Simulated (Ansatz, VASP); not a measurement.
This is a calculation of CaO for VASP 6.6.1.

File INCAR:

```
SYSTEM = CaO
PREC = Accurate
ENCUT = 600
EDIFF = 1E-6
ISMEAR = -1
SIGMA = 0.05
LREAL = .FALSE.
LASPH = .TRUE.
NELM = 60
ALGO = Normal
ISIF = 3
LWAVE = .FALSE.
LCHARG = .FALSE.
GGA = PS
IVDW = 12
IBRION = 2
NSW = 80
EDIFFG = -0.005
```

Contents of KPOINTS:

```
regular mesh
0
G
  10 10 10
  0 0 0
```

Contents of POSCAR:

```
CaO
1.0
    0.0000000000      2.4035556960      2.4035556960
    2.4035556960      0.0000000000      2.4035556960
    2.4035556960      2.4035556960      0.0000000000
Ca O
1 1
Direct
    0.0000000000      0.0000000000      0.0000000000
    0.5000000000      0.5000000000      0.5000000000
```

Potentials or basis: VASP PAW PBE potentials, release 64 (Ca_sv, O).

Run with:

```console
$ cat potpaw_PBE.64/Ca_sv/POTCAR potpaw_PBE.64/O/POTCAR > POTCAR
$ mpirun -np 1 vasp_std > vasp.out
```

Translate it to Ansatz 0.2.0. Potentials there: all-electron LAPW, scalar-relativistic.

As run (the cutoff follows the program's own potentials):

Contents of input.yaml:

```yaml
crystal:
  lattice:
    - [0.0, 2.403555696, 2.403555696]
    - [2.403555696, 0.0, 2.403555696]
    - [2.403555696, 2.403555696, 0.0]
  atoms:
    - { symbol: Ca, position: [0.0, 0.0, 0.0] }
    - { symbol: O, position: [0.5, 0.5, 0.5] }
kpoints:
  mp_grid: { grid: [10, 10, 10] }
scf:
  occupations: { method: fermi_dirac, width: 0.05 }
hamiltonian:
  xc: pbesol
  dispersion: d3bj
  pseudopotentials: { kind: all_electron, lapw: { basis_error: 0.001 } }
output:
  forces: true
  stress: true
relax:
  f_tol: 0.005
  max_steps: 60
  cell: {}
```

Potentials or basis: all-electron LAPW, scalar-relativistic.

Run with:

```console
$ ansatz run input.yaml --threads 1 --pin off --max-ram 3072MiB --backend cpu --events-out ev --progress --plain --runs-dir out
```

Both were run:

|  | VASP | Ansatz | Ansatz less VASP |
| --- | --- | --- | --- |
| relaxed volume (Å³/atom) | 13.23 | 13.16 | -0.065 |
| relaxed cell length with the largest relative difference (Å) | 3.345 | 3.339 | -0.0055 |

VASP's potentials were made for PBE, not for PBEsol. Ansatz ran all-electron here, and VASP with PAW potentials.
